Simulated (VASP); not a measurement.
# TmNbTe3 in VASP: further runs, part 2 of 2

VASP 6.6.1. Earlier steps stand in the parts before.

## 3. Relaxation of cell and atoms, PBE

This run uses another cell than the first one, of 32.08 Å³/atom.

INCAR

```
PREC = Accurate ; ENCUT = 500
EDIFF = 1E-7 ; ISMEAR = 0
SIGMA = 0.1 ; LREAL = False
LASPH = True ; NELM = 200
ALGO = Normal ; ISIF = 3
LWAVE = False ; LCHARG = False
GGA = PE ; IBRION = 2
NSW = 90 ; EDIFFG = -0.04
GGA_COMPAT = False ; NELMIN = 4
LMAXMIX = 6
```

KPOINTS

```
regular mesh
0
Gamma
  4 4 4
```

POSCAR

```
TmNbTe3
1.0
    5.4511335700      0.0000000000      0.0000000000
    0.0000000000      5.4511335700      0.0000000000
    0.0000000000      0.0000000000      5.3972273400
Tm Nb Te
1 1 3
Direct
    0.0000000000      0.0000000000      0.5000000000
    0.5000000000      0.5000000000      0.0000000000
    0.5000000000      0.5000000000      0.5000000000
    0.0000000000      0.5000000000      0.0000000000
    0.5000000000      0.0000000000      0.0000000000
```

Potentials or basis: VASP PAW PBE potentials, release 64 (Tm_3, Nb_sv, Te), 4f in core.

Started as:

```bash
> cat potpaw_PBE.64/Tm_3/POTCAR potpaw_PBE.64/Nb_sv/POTCAR potpaw_PBE.64/Te/POTCAR > POTCAR
> mpirun -np 1 vasp_std > vasp.out
```

Run time: 6.2 min. Hardware: 1 thread of AMD EPYC 9R45 (Zen 5), shared host; peak memory 0.26 GiB.

Results (log left out):

```yaml
Free_energy: -24.2036 eV
Relaxed_volume: 31.73 Å³/atom
Relaxed_cell: a = 5.422 Å, b = 5.422 Å, c = 5.396 Å, α = 90.00°, β = 90.00°, γ = 90.00°
Space_group_after_relaxing_to_0.1_Å: Pm-3m (No. 221)
Energy_gained_by_relaxing: 0.8 meV/atom
Ionic_steps: 4
Pressure_after_relaxing: 0.0 GPa
```

Stress tensor (GPa, compression positive):
```
-0.03  0.00  0.00
 0.00 -0.03  0.00
 0.00  0.00  0.14
```

The path:
```
step  energy change (eV)  largest force (eV/Å)  pressure (GPa)  volume (Å³)
   1              0.0000                0.0000           -0.56       160.38
   2             -0.0026                0.0000            0.34       157.77
   3             -0.0034                0.0000            0.04       158.61
   4             -0.0039                0.0000            0.03       158.64
```

Final structure:
```
Tm Nb Te
1.0
     5.42222    0.00000    0.00000
     0.00000    5.42222    0.00000
     0.00000    0.00000    5.39582
Tm Nb Te
1 1 3
Cartesian
  0.0000 0.0000 2.6979
  2.7111 2.7111 0.0000
  2.7111 2.7111 2.6979
  0.0000 2.7111 5.3958
  2.7111 0.0000 5.3958
```

Levels at points of the mesh, in eV from the Fermi level:
| k point | band 17 | band 18 | band 19 | band 20 | band 21 | band 22 | band 23 | band 24 |
| --- | --- | --- | --- | --- | --- | --- | --- | --- |
| (0.00, 0.00, 0.00) | -1.28 | -1.28 | -1.27 | -1.05 | -0.65 | -0.65 | -0.65 | -0.01 |
| (0.50, 0.00, 0.00) | -2.68 | -1.14 | -1.12 | -1.11 | 0.69 | 0.75 | 0.94 | 0.94 |
| (0.50, 0.50, 0.00) | -2.69 | -2.69 | -0.41 | -0.04 | 0.50 | 0.56 | 0.56 | 0.85 |
| (0.00, 0.00, 0.50) | -2.69 | -1.14 | -1.14 | -1.13 | 0.67 | 0.75 | 0.98 | 0.98 |
| (0.50, 0.00, 0.50) | -2.70 | -2.69 | -0.38 | -0.05 | 0.51 | 0.57 | 0.59 | 0.83 |
| (0.50, 0.50, 0.50) | -1.27 | -0.01 | 0.01 | 0.01 | 0.70 | 0.71 | 0.71 | 1.03 |

Caveat: the highest band is partly filled, so the run has too few bands; spin-orbit coupling is left out, which moves the levels of the heavy elements; the 4f electrons are frozen in the core, so they carry no moment and show no levels.

## 4. Single point, PBE, collinear spin

This run uses another cell than the first one, of 31.83 Å³/atom.

INCAR

```
SYSTEM = TmNbTe3
PREC = Accurate
ENCUT = 500
EDIFF = 1E-6
ISMEAR = 0
SIGMA = 0.1
LREAL = .FALSE.
LASPH = .TRUE.
NELM = 200
ALGO = Normal
ISIF = 2
LWAVE = .FALSE.
LCHARG = .FALSE.
ISPIN = 2
MAGMOM = 0.15 0.44 0 0 0
LORBIT = 11
LMAXMIX = 6
GGA = PE
NBANDS = 32
GGA_COMPAT = .FALSE.
```

KPOINTS

```
regular mesh
0
G
  8 8 8
  0 0 0
```

POSCAR

```
TmNbTe3
1.0
    5.4191729359      0.0000000000      0.0000000000
    0.0000000000      5.4191729359      0.0000000000
    0.0000000000      0.0000000000      5.4191729359
Tm Nb Te
1 1 3
Direct
    0.0000000000      0.0000000000      0.0000000000
    0.5000000000      0.5000000000      0.5000000000
    0.5000000000      0.5000000000      0.0000000000
    0.0000000000      0.5000000000      0.5000000000
    0.5000000000      0.0000000000      0.5000000000
```

Potentials or basis: VASP PAW PBE potentials, release 64 (Tm_3, Nb_sv, Te), 4f in core.

Started as:

```bash
> cat potpaw_PBE.64/Tm_3/POTCAR potpaw_PBE.64/Nb_sv/POTCAR potpaw_PBE.64/Te/POTCAR > POTCAR
> mpirun -np 1 vasp_std > vasp.out
```

OUTCAR:

```text
SYSTEM = TmNbTe3
   PREC = Accurate
   ENCUT = 500
   EDIFF = 1E-6
   ISMEAR = 0
   LREAL = .FALSE.
   LASPH = .TRUE.
   NELM = 200
   ISIF = 2
   ISPIN = 2
   LORBIT = 11
   GGA = PE

 ion  position               nearest neighbor table
   1  0.000  0.000  0.000-
   2  0.500  0.500  0.500-   3 2.71   4 2.71   5 2.71   3 2.71   5 2.71   4 2.71
   3  0.500  0.500  0.000-   2 2.71   2 2.71
   4  0.000  0.500  0.500-   2 2.71   2 2.71
   5  0.500  0.000  0.500-   2 2.71   2 2.71

  LATTYP: Found a simple cubic cell.
 ALAT       =     5.4191729359

  Lattice vectors:

 A1 = (   5.4191729359,   0.0000000000,   0.0000000000)
 A2 = (   0.0000000000,   5.4191729359,   0.0000000000)
[... 1912 lines left out ...]

 POSITION                                       TOTAL-FORCE (eV/Angst)
 -----------------------------------------------------------------------------------
      0.00000      0.00000      0.00000         0.000000      0.000000      0.000000
      2.70959      2.70959      2.70959         0.000000      0.000000      0.000000
      2.70959      2.70959      0.00000         0.000000      0.000000      0.000000
      0.00000      2.70959      2.70959         0.000000      0.000000      0.000000
      2.70959      0.00000      2.70959         0.000000      0.000000      0.000000
 -----------------------------------------------------------------------------------
    total drift:                                0.000000      0.000000     -0.000000

  FREE ENERGIE OF THE ION-ELECTRON SYSTEM (eV)
  ---------------------------------------------------
  free  energy   TOTEN  =       -24.2913464294 eV

  energy  without entropy=      -24.2669588393  energy(sigma->0) =      -24.27915263

 total charge

# of ion       s       p       d       tot
------------------------------------------
    1        0.441   6.178   0.566   7.186
    2        2.151   6.003   2.503  10.657
    3        1.373   2.024   0.040   3.437
    4        1.373   2.024   0.040   3.437
    5        1.373   2.024   0.040   3.437
--------------------------------------------------
tot          6.711  18.254   3.189  28.153

 magnetization (x)

# of ion       s       p       d       tot
------------------------------------------
    1       -0.000   0.000  -0.000  -0.000
    2        0.000   0.000  -0.000  -0.000
    3        0.000   0.000  -0.000   0.000
    4        0.000   0.000  -0.000   0.000
    5        0.000   0.000  -0.000   0.000
--------------------------------------------------
tot         -0.000   0.000  -0.000  -0.000
```

stdout:

```text
POSCAR found type information on POSCAR TmNbTe
 POSCAR found :  3 types and       5 ions
 scaLAPACK will be used
 LDA part: xc-table for (Slater+PW92), standard interpolation
 POSCAR, INCAR and KPOINTS ok, starting setup
 FFT: planning ... GRIDC
 FFT: planning ... GRID_SOFT
 FFT: planning ... GRID
 WAVECAR not read
 entering main loop
```

It took 3.4 min on 1 thread of Intel Xeon 6975P-C (Granite Rapids), shared host; peak memory 0.47 GiB.

Results:

```
Free energy                                           : -24.2913 eV
Pressure                                              : -0.1 GPa
Band gap on the k mesh                                : zero (filled and empty bands overlap)
Net moment                                            : 0.00 μB per cell
Valence electrons inside the program's atomic spheres : Tm 7.19; Nb 10.66; Te 3.44
```

Caveat: the magnetic or orbital state may not be the lowest; spin-orbit coupling is left out, which moves the levels of the heavy elements; the 4f electrons are frozen in the core, so they carry no moment and show no levels.

## 5. The runs side by side

```csv
task,spin,cell,k mesh,gap on the mesh (eV),pressure (GPa),moment (μB)
single point,collinear,"a = 5.411 Å, 5 atoms",4 × 4 × 4,none,0.1,0.77
relaxation of cell and atoms,off,"relaxed from a = 5.451, b = 5.451, c = 5.397 Å, 5 atoms",4 × 4 × 4,-,0.0,-
single point,collinear,"a = 5.419 Å, 5 atoms",8 × 8 × 8,none,-0.1,0.00
```

Alike in all rows: level PBE; potentials or basis VASP PAW PBE potentials, release 64 (Tm_3, Nb_sv, Te), 4f in core; cutoff (eV) 500; smearing gaussian 0.1 eV.

Caveats: spin-orbit coupling is left out, which moves the levels of the heavy elements; the 4f electrons are frozen in the core, so they carry no moment and show no levels; the magnetic or orbital state may not be the lowest (at least some runs); the highest band is partly filled, so the run has too few bands (at least some runs).

Total energies depend on the potentials used, so only differences within one code and one set of settings carry meaning.
